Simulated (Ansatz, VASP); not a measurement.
Two plane-wave programs on ZrPd2Se5

INCAR

```
ALGO = Normal ; EDIFF = 1E-6
ENCUT = 520 ; GGA = PE
ISIF = 2 ; ISMEAR = 0
LASPH = True ; LCHARG = True
LELF = True ; LREAL = False
LVHAR = True ; LWAVE = False
NBANDS = 41 ; NELM = 60
PREC = Accurate ; SIGMA = 0.2
```

File KPOINTS:

```
k-points
0
Gamma
  6 6 2
```

Contents of POSCAR:

```
ZrPd2Se5
1.0
    3.7650332707      0.0000000000      0.0000000000
   -1.8825166354      3.2606144585      0.0000000000
    0.0000000000      0.0000000000     15.7487898380
Zr Pd Se
1 2 5
Direct
    0.0000000000      0.0000000000      0.0000000000
    0.3333333333      0.6666666667      0.3959477440
    0.6666666667      0.3333333333      0.6040522560
    0.6666666667      0.3333333333      0.3188063934
    0.3333333333      0.6666666667      0.6811936066
    1.0000000000      0.0000000000      0.5000000000
    0.3333333333      0.6666666667      0.1016009266
    0.6666666667      0.3333333333      0.8983990734
```

Input for Ansatz:

```yaml
crystal:
  lattice:
    - [3.7650335045, 0.0, 0.0]
    - [-1.8825167523, 3.260614661, 0.0]
    - [0.0, 0.0, 15.7487837041]
  atoms:
    - { symbol: Zr, position: [0.0, 0.0, 0.0] }
    - { symbol: Pd, position: [0.3333333333, 0.6666666667, 0.3959477091] }
    - { symbol: Pd, position: [0.6666666667, 0.3333333333, 0.6040522909] }
    - { symbol: Se, position: [0.6666666667, 0.3333333333, 0.3188063346] }
    - { symbol: Se, position: [0.3333333333, 0.6666666667, 0.6811936654] }
    - { symbol: Se, position: [0.0, 1.0, 0.5] }
    - { symbol: Se, position: [0.3333333333, 0.6666666667, 0.1016009134] }
    - { symbol: Se, position: [0.6666666667, 0.3333333333, 0.8983990866] }
basis:
  ecutwfc: 420
kpoints:
  mp_grid: { grid: [6, 6, 2] }
hamiltonian:
  xc: pbe
scf:
  occupations: { method: gaussian, width: 0.2 }
  lower_state_search: "off"
output:
  forces: true
  stress: true
  eigenvalues: true
```

Alike in both runs: task single point; functional PBE; k mesh 6 × 6 × 2; occupations gaussian, width 0.2 eV; no spin polarisation.

|  | VASP | Ansatz |
| --- | --- | --- |
| version | VASP 6.6.1 | Ansatz 0.2.0 |
| potentials or method | VASP PAW PBE potentials, release 64 (Zr_sv, Pd, Se), cutoff 520 eV | scalar-relativistic, plane waves, PAW |
| valence electrons in the cell | 62 | 128 |

Ansatz gave:

- gap on the k mesh at the Fermi level (eV): none
- pressure (GPa): 0.0
- traceless stress, the component that is largest in VASP (GPa): -0.06
- rms of the force components (eV/Å): 0.011

Q: Which values does VASP return?

A: gap on the k mesh at the Fermi level (eV): none; pressure (GPa): 0.0; traceless stress, the component that is largest in VASP (GPa): -0.06; rms of the force components (eV/Å): 0.014.

Atom by atom the forces differ by 0.006 eV/Å (rms over components). A gap of «none» marks a metal or a gap that the smearing closes. VASP's potentials hold 62 valence electrons a cell and Ansatz's 128, so a difference there can come from the potentials and not from the codes.
